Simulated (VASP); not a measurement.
# Ni (Im-3m) in VASP: further runs

Ni is run at these levels: PBEsol, BLYP+D3(BJ); tasks: single point.

Program: VASP 6.6.1. These are calculated values, not measurements. Logs are shortened: lines on timing, memory, paths and dates and some standing lists are left out, and cuts for length are marked.

## Step 1: The cell of the first run

The structure is cubic, space group Im-3m (No. 229). The conventional cell has a = 2.737 Å, b = 2.737 Å, c = 2.737 Å, α = 90.00°, β = 90.00°, γ = 90.00°. Within 3.1 Å of Ni (site symmetry m-3m) lie 14 Ni at 2.37 to 2.74 Å.

## Step 2: Single point, PBEsol, collinear spin, ferromagnetic start

File INCAR:

```
ALGO     = Normal         # electronic algorithm
EDIFF    = 1E-6           # SCF threshold, eV
ENCUT    = 520            # plane-wave cutoff, eV
GGA      = PS             # functional
ISIF     = 2              # what is computed and relaxed
ISMEAR   = -1             # smearing method
ISPIN    = 2              # spin polarisation
LASPH    = T              # aspherical terms in the spheres
LCHARG   = F              # write CHGCAR
LMAXMIX  = 4              # l up to which the mixer works
LORBIT   = 11             # projections on sites
LREAL    = F              # projectors in reciprocal space
LWAVE    = F              # write WAVECAR
MAGMOM   = 1              # initial moments
NBANDS   = 15             # bands
NELM     = 150            # most SCF steps
PREC     = Accurate       # precision mode
SIGMA    = 0.05           # smearing width, eV
```

File KPOINTS:

```
k-points
0
Gamma
  13 13 13
```

File POSCAR:

```
Ni
1.0
   -1.3686295706      1.3686295706      1.3686295706
    1.3686295706     -1.3686295706      1.3686295706
    1.3686295706      1.3686295706     -1.3686295706
Ni
1
Direct
    0.0000000000      0.0000000000      0.0000000000
```

Potentials or basis: VASP PAW PBE potentials, release 64 (Ni).

Started as:

```console
cat potpaw_PBE.64/Ni/POTCAR > POTCAR
mpirun -np 1 vasp_std > vasp.out
```

OUTCAR:

```text
EDIFF = 1E-6
   ENCUT = 520
   GGA = PS
   ISIF = 2
   ISMEAR = -1
   ISPIN = 2
   LASPH = T
   LORBIT = 11
   LREAL = F
   NELM = 150
   PREC = Accurate

 ion  position               nearest neighbor table
   1  0.000  0.000  0.000-

  LATTYP: Found a body centered cubic cell.
 ALAT       =     2.7372591412

  Lattice vectors:

 A1 = (  -1.3686295706,   1.3686295706,   1.3686295706)
 A2 = (   1.3686295706,  -1.3686295706,   1.3686295706)
 A3 = (   1.3686295706,   1.3686295706,  -1.3686295706)

Analysis of symmetry for initial positions (statically):
=====================================================================
 Subroutine PRICEL returns:
 Original cell was already a primitive cell.

 Routine SETGRP: Setting up the symmetry group for a
 body centered cubic supercell.

 Subroutine GETGRP returns: Found 48 space group operations
 (whereof 48 operations were pure point group operations)
 out of a pool of 48 trial point group operations.

The static configuration has the point symmetry O_h .

Analysis of symmetry for dynamics (positions and initial velocities):
=====================================================================
 Subroutine PRICEL returns:
 Original cell was already a primitive cell.

 Routine SETGRP: Setting up the symmetry group for a
 body centered cubic supercell.

 Subroutine GETGRP returns: Found 48 space group operations
 (whereof 48 operations were pure point group operations)
 out of a pool of 48 trial point group operations.

The dynamic configuration has the point symmetry O_h .

Analysis of structural, dynamic, and magnetic symmetry:
=====================================================================
 Subroutine PRICEL returns:
 Original cell was already a primitive cell.

 Routine SETGRP: Setting up the symmetry group for a
 body centered cubic supercell.

 Subroutine GETGRP returns: Found 48 space group operations
 (whereof 48 operations were pure point group operations)
 out of a pool of 48 trial point group operations.

The overall configuration has the point symmetry O_h .

 Subroutine INISYM returns: Found 48 space group operations
 (whereof 48 operations are pure point group operations),
 and found     1 'primitive' translations

----------------------------------------------------------------------------------------

                                     Primitive cell

  volume of cell :      10.2546

  direct lattice vectors                    reciprocal lattice vectors
    -1.368629571  1.368629571  1.368629571     0.000000000  0.365328947  0.365328947
     1.368629571 -1.368629571  1.368629571     0.365328947  0.000000000  0.365328947
     1.368629571  1.368629571 -1.368629571     0.365328947  0.365328947  0.000000000

  length of vectors
     2.370535953  2.370535953  2.370535953     0.516653152  0.516653152  0.516653152

  position of ions in fractional coordinates (direct lattice)
     0.000000000  0.000000000  0.000000000

  ion indices of the primitive-cell ions
   primitive index   ion index
                 1           1

----------------------------------------------------------------------------------------

 KPOINTS: k-points

Automatic generation of k-mesh.
 Grid dimensions read from file:
 generate k-points for:   13   13   13

 Generating k-lattice:

  Cartesian coordinates                     Fractional coordinates (reciprocal lattice)
     0.000000000  0.028102227  0.028102227     0.076923077  0.000000000  0.000000000
     0.028102227  0.000000000  0.028102227     0.000000000  0.076923077  0.000000000
     0.028102227  0.028102227  0.000000000     0.000000000  0.000000000  0.076923077

  Length of vectors
     0.039742550  0.039742550  0.039742550

  Shift w.r.t. Gamma in fractional coordinates (k-lattice)
     0.000000000  0.000000000  0.000000000

 Subroutine IBZKPT returns following result:
 ===========================================

 Found     84 irreducible k-points:

 Following reciprocal coordinates:
            Coordinates               Weight
  0.000000  0.000000  0.000000      1.000000
  0.076923  0.000000  0.000000     12.000000
  0.153846  0.000000  0.000000     12.000000
  0.230769  0.000000  0.000000     12.000000
  0.307692  0.000000  0.000000     12.000000
  0.384615  0.000000  0.000000     12.000000
[... 16 lines left out ...]
  0.153846  0.076923  0.076923     24.000000
  0.230769  0.076923  0.076923     24.000000
 [... further k-points ...]
   k-points           NKPTS =     84   k-points in BZ     NKDIM =     84   number of bands    NBANDS=     15
   number of dos      NEDOS =    301   number of ions     NIONS =      1
   total plane-waves  NPLWV =   5832
   dimension x,y,z NGX =    18 NGY =   18 NGZ =   18
   dimension x,y,z NGXF=    36 NGYF=   36 NGZF=   36
   ions per type =               1
   NGX,Y,Z   is equivalent  to a cutoff of  12.62, 12.62, 12.62 a.u.
   NGXF,Y,Z  is equivalent  to a cutoff of  25.25, 25.25, 25.25 a.u.
 SYSTEM =  unknown system
   PREC   = accura    normal or accurate (medium, high low for compatibility)
   ISTART =      0    job   : 0-new  1-cont  2-samecut
   ICHARG =      2    charge: 1-file 2-atom 10-const
   ISPIN  =      2    spin polarized calculation?
   LNONCOLLINEAR =      F non collinear calculations
   LSORBIT =      F    spin-orbit coupling
   LASPH  =      T    aspherical Exc in radial PAW
   ENCUT  =  520.0 eV  38.22 Ry    6.18 a.u.   4.41  4.41  4.41*2*pi/ulx,y,z
   NELM   =    150;   NELMIN=  2; NELMDL= -5     # of ELM steps
   EDIFF  = 0.1E-05   stopping-criterion for ELM
   LREAL  =      F    real-space projection
   EDIFFG = 0.1E-04   stopping-criterion for IOM
   NSW    =      0    number of steps for IOM
   IBRION =     -1    ionic relax: 0-MD 1-quasi-New 2-CG
   NFREE  =      0    steps in history (QN), initial steepest desc. (CG)
   ISIF   =      2    stress and relaxation
   ISYM   =      2    0-nonsym 1-usesym 2-fastsym
   POTIM  = 0.5000    time-step for ionic-motion
   TEBEG  =    0.0;   TEEND  =   0.0 temperature during run
   PSTRESS=    0.0 pullay stress
   NELECT =      10.0000    total number of electrons
   NUPDOWN=      -1.0000    fix difference up-down
   EMIN   =  10.00;   EMAX   =-10.00  energy-range for DOS
   EFERMI =   0.00;   METHOD = LEGACY
   ISMEAR =    -1;   SIGMA  =   0.05  broadening in eV -4-tet -1-fermi 0-gaus
   EFERMI_NEDOS =   21; number of points for ismear=-14 and -15
   IALGO  =     38    algorithm
   IMIX   =      4    mixing-type and parameters
     AMIX     =   0.40;   BMIX     =  1.00
     AMIX_MAG =   1.60;   BMIX_MAG =  1.00
  volume/ion in A,a.u.               =      10.25        69.20
  Fermi-wavevector in a.u.,A,eV,Ry     =   1.623438  3.067852 35.858827  2.635549
  Thomas-Fermi vector in A             =   2.716888
   LORBIT       =     11    0 simple, 1 ext, 2 COOP (PROOUT), +10 PAW based schemes
   GGA     = PS    functional components
   LHFCALC =     F    Hartree Fock is set to
   AEXX    =    0.0000 exact exchange contribution
   IVDW    =     0    specifies the selected vdW correction
   LEPSILON=     F    determine dielectric tensor
   LRPA    =     F    only Hartree local field effects (RPA)
 spin polarized calculation
  energy-cutoff  :      520.00
  volume of cell :       10.25
 maximum number of plane-waves:       285
 NGX is ok and might be reduce to    18
   NGX =  9   NGY =  9   NGZ =  9

 number of electron      10.0000012 magnetization       0.5534349

 Free energy of the ion-electron system (eV)
  ---------------------------------------------------
  ext. energy  EPLUGINS =         0.00000000
  ---------------------------------------------------
  free energy    TOTEN  =        -6.03607182 eV

  energy without entropy =       -6.02082854  energy(sigma->0) =       -6.02845018

 E-fermi :   9.8887     XC(G=0): -13.7865

 val. band max:        9.8854155079   @ k =   0.4615   0.0000   0.0000
 cond. band min:       9.8912214957   @ k =  -0.4615  -0.4615   0.3846
 fundamental gap:      0.0058059878
 Fermi energy:         9.8887092289

 spin component 1

 k-point     1 :       0.0000    0.0000    0.0000
  band No.  band energies     occupation
      1       0.5623      1.00000
      2       7.4699      1.00000
      3       7.4699      1.00000
      4       7.4699      1.00000
      5       8.9934      1.00000
      6       8.9934      1.00000
      7      36.9619      0.00000
      8      36.9619      0.00000
      9      36.9619      0.00000
     10      42.2612      0.00000
     11      42.2612      0.00000
     12      43.8089      0.00000
     13      43.8089      0.00000
     14      43.8089      0.00000
     15      44.3006      0.00000
[... 397 lines left out ...]
 k-point    24 :       0.2308    0.0769    0.0769
  band No.  band energies     occupation
      1       4.3509      1.00000
      2       6.7030      1.00000
      3       7.0551      1.00000
      4       8.8627      1.00000
      5       9.0800      1.00000
      6       9.6956      0.97941
      7      23.5739      0.00000
      8      28.2295      0.00000
      9      29.8113      0.00000
     10      38.5984      0.00000
     11      42.4799      0.00000
     12      45.1732      0.00000
     13      47.1865      0.00000
     14      50.8752      0.00000
     15      53.7660      0.00000

 [... further k-points ...]

 spin component 2

 k-point     1 :       0.0000    0.0000    0.0000
  band No.  band energies     occupation
      1       0.5808      1.00000
      2       8.1078      1.00000
      3       8.1078      1.00000
      4       8.1079      1.00000
      5       9.5025      0.99956
      6       9.5025      0.99956
      7      36.9086      0.00000
      8      36.9086      0.00000
      9      36.9086      0.00000
     10      42.2379      0.00000
     11      42.2379      0.00000
     12      43.9965      0.00000
     13      43.9965      0.00000
     14      43.9965      0.00000
     15      44.4731      0.00000
[... 397 lines left out ...]
 k-point    24 :       0.2308    0.0769    0.0769
  band No.  band energies     occupation
      1       4.4572      1.00000
      2       7.2833      1.00000
      3       7.5466      1.00000
      4       9.4062      0.99994
      5       9.6012      0.99683
      6      10.3412      0.00012
      7      23.7436      0.00000
      8      28.3123      0.00000
      9      29.9549      0.00000
     10      38.6145      0.00000
     11      42.5881      0.00000
     12      45.2118      0.00000
     13      47.2536      0.00000
     14      50.9634      0.00000
     15      53.9816      0.00000

 [... further k-points ...]
[... 5 lines left out ...]
  --------------------------------------------------------------------------------------
  -------------------------------------------------------------------------------------
  Total        0.3107642      0.3107642      0.3107642     -0.0000000      0.0000000      0.0000000
  in kB       48.5538609     48.5538609     48.5538609     -0.0000000      0.0000000      0.0000000
  external PRESSURE =      48.5538609 kB  Pullay stress =       0.0000000 kB

 VOLUME and BASIS-vectors are now :
 -----------------------------------------------------------------------------
  energy-cutoff  :      520.00
  volume of cell :       10.25
      direct lattice vectors                 reciprocal lattice vectors
    -1.368629571  1.368629571  1.368629571     0.000000000  0.365328947  0.365328947
     1.368629571 -1.368629571  1.368629571     0.365328947  0.000000000  0.365328947
     1.368629571  1.368629571 -1.368629571     0.365328947  0.365328947  0.000000000

 POSITION                                       TOTAL-FORCE (eV/Angst)
 -----------------------------------------------------------------------------------
      0.00000      0.00000      0.00000        -0.000000     -0.000000     -0.000000
 -----------------------------------------------------------------------------------
    total drift:                                0.000000     -0.000000      0.000000

  FREE ENERGIE OF THE ION-ELECTRON SYSTEM (eV)
  ---------------------------------------------------
  free  energy   TOTEN  =        -6.0360718236 eV

  energy  without entropy=       -6.0208285362  energy(sigma->0) =       -6.02845018

 total charge

# of ion       s       p       d       tot
------------------------------------------
    1        0.520   0.551   8.358   9.429

 magnetization (x)

# of ion       s       p       d       tot
------------------------------------------
    1       -0.003  -0.013   0.571   0.554
```

Wall time 20 s (1 thread of Intel Xeon Platinum 8488C (Sapphire Rapids), shared host); peak memory 0.13 GiB.

Results:

```yaml
Free_energy: -6.0361 eV
Pressure: 4.9 GPa
Net_moment: 0.55 μB per cell
Site_moments: Ni +0.55 μB
Valence_electrons_inside_the_program's_atomic_spheres: Ni 9.43
```

Levels at points of the mesh, in eV from the Fermi level:
Spin up:
```tsv
k point	band 2	band 3	band 4	band 5	band 6	band 7	band 8	band 9
(0.00, 0.00, 0.00)	-2.42	-2.42	-2.42	-0.90	-0.90	27.07	27.07	27.07
```
Spin down:
```tsv
k point	band 3	band 4	band 5	band 6	band 7	band 8
(0.00, 0.00, 0.00)	-1.78	-1.78	-0.39	-0.39	27.02	27.02
```

Caveat: the PAW data sets were made with another functional, which shifts forces and pressure a little.

## Step 3: Single point, PBEsol, collinear spin, ferromagnetic start

This run uses another cell than the first one, of 10.05 Å³/atom, 0.980 times its volume.

File INCAR:

```
SYSTEM = Ni
  PREC = Accurate
  ENCUT = 520
  EDIFF = 1E-6
  ISMEAR = -1
  SIGMA = 0.05
  LREAL = .False.
  LASPH = .True.
  NELM = 150
  ALGO = Normal
  ISIF = 2
  LWAVE = .False.
  LCHARG = .False.
  ISPIN = 2
  MAGMOM = 1
  LORBIT = 11
  LMAXMIX = 4
  GGA = PS
  NBANDS = 15
```

File KPOINTS:

```
regular mesh
0
Gamma
  13 13 13
  0 0 0
```

File POSCAR:

```
Ni
1.0
   -1.3596602151      1.3596602151      1.3596602151
    1.3596602151     -1.3596602151      1.3596602151
    1.3596602151      1.3596602151     -1.3596602151
Ni
1
Direct
    0.0000000000      0.0000000000      0.0000000000
```

Potentials or basis: VASP PAW PBE potentials, release 64 (Ni).

Started as:

```console
cat potpaw_PBE.64/Ni/POTCAR > POTCAR
mpirun -np 1 vasp_std > vasp.out
```

OUTCAR:

```text
SYSTEM = Ni
   PREC = Accurate
   ENCUT = 520
   EDIFF = 1E-6
   ISMEAR = -1
   LREAL = .False.
   LASPH = .True.
   NELM = 150
   ISIF = 2
   ISPIN = 2
   LORBIT = 11
   GGA = PS

 ion  position               nearest neighbor table
   1  0.000  0.000  0.000-

  LATTYP: Found a body centered cubic cell.
 ALAT       =     2.7193204302

  Lattice vectors:

 A1 = (  -1.3596602151,   1.3596602151,   1.3596602151)
 A2 = (   1.3596602151,  -1.3596602151,   1.3596602151)
[... 1072 lines left out ...]
  -------------------------------------------------------------------------------------
  Total        0.6089180      0.6089180      0.6089180      0.0000000      0.0000000      0.0000000
  in kB       97.0327334     97.0327334     97.0327334      0.0000000      0.0000000      0.0000000
  external PRESSURE =      97.0327334 kB  Pullay stress =       0.0000000 kB

 VOLUME and BASIS-vectors are now :
 -----------------------------------------------------------------------------
  energy-cutoff  :      520.00
  volume of cell :       10.05
      direct lattice vectors                 reciprocal lattice vectors
    -1.359660215  1.359660215  1.359660215     0.000000000  0.367738935  0.367738935
     1.359660215 -1.359660215  1.359660215     0.367738935  0.000000000  0.367738935
     1.359660215  1.359660215 -1.359660215     0.367738935  0.367738935  0.000000000

 POSITION                                       TOTAL-FORCE (eV/Angst)
 -----------------------------------------------------------------------------------
      0.00000      0.00000      0.00000         0.000000      0.000000      0.000000
 -----------------------------------------------------------------------------------
    total drift:                                0.000000      0.000000      0.000000

  FREE ENERGIE OF THE ION-ELECTRON SYSTEM (eV)
  ---------------------------------------------------
  free  energy   TOTEN  =        -6.0270226991 eV

  energy  without entropy=       -6.0115148130  energy(sigma->0) =       -6.01926876

 total charge

# of ion       s       p       d       tot
------------------------------------------
    1        0.529   0.570   8.370   9.469

 magnetization (x)

# of ion       s       p       d       tot
------------------------------------------
    1       -0.003  -0.013   0.534   0.519
```

OSZICAR:

```text
N       E                     dE             d eps       ncg     rms          rms(c)
DAV:   1     0.319584829301E+02    0.31958E+02   -0.42505E+03  5412   0.878E+02
DAV:   2    -0.584697535042E+01   -0.37805E+02   -0.35270E+02  5635   0.164E+02
DAV:   3    -0.713774233408E+01   -0.12908E+01   -0.12758E+01  6230   0.296E+01
DAV:   4    -0.714454325612E+01   -0.68009E-02   -0.67993E-02  6287   0.206E+00
DAV:   5    -0.714460693304E+01   -0.63677E-04   -0.63677E-04  6261   0.177E-01    0.113E+01
DAV:   6    -0.629593225805E+01    0.84867E+00   -0.12268E+01  7049   0.396E+01    0.516E+00
DAV:   7    -0.605026636004E+01    0.24567E+00   -0.18079E+00  6462   0.137E+01    0.221E+00
DAV:   8    -0.602968874861E+01    0.20578E-01   -0.34692E-02  7085   0.135E+00    0.949E-01
DAV:   9    -0.602748755808E+01    0.22012E-02   -0.10794E-03  8136   0.188E-01    0.253E-01
DAV:  10    -0.602702315921E+01    0.46440E-03   -0.21745E-04  7749   0.974E-02    0.345E-02
DAV:  11    -0.602702156403E+01    0.15952E-05   -0.10256E-05  6971   0.236E-02    0.183E-02
DAV:  12    -0.602702282990E+01   -0.12659E-05   -0.34548E-06  5938   0.146E-02    0.272E-03
DAV:  13    -0.602702269909E+01    0.13082E-06   -0.10800E-07  3508   0.265E-03
   1 F= -.60270227E+01 E0= -.60192688E+01  d E =-.155079E-01  mag=     0.5188
```

stdout:

```text
POSCAR found type information on POSCAR Ni
 POSCAR found :  1 types and       1 ions
 scaLAPACK will be used
 -----------------------------------------------------------------------------
|                                                                             |
|                                                                             |
|     You enforced a specific xc type in the INCAR file but a different       |
|     I HOPE YOU KNOW WHAT YOU ARE DOING!                                     |
|                                                                             |
 -----------------------------------------------------------------------------

 LDA part: xc-table for (Slater+PW92), standard interpolation
 POSCAR, INCAR and KPOINTS ok, starting setup
 FFT: planning ... GRIDC
 FFT: planning ... GRID_SOFT
 FFT: planning ... GRID
 WAVECAR not read
 entering main loop
```

It took 30 s on 1 thread of Intel Xeon Platinum 8488C (Sapphire Rapids), shared host; peak memory 0.13 GiB.

Results:

- Free energy: -6.0270 eV
- Pressure: 9.7 GPa
- Net moment: 0.52 μB per cell
- Site moments: Ni +0.52 μB
- Valence electrons inside the program's atomic spheres: Ni 9.47

Caveat: the PAW data sets were made with another functional, which shifts forces and pressure a little.

(Part 1 of 2 ends here.)
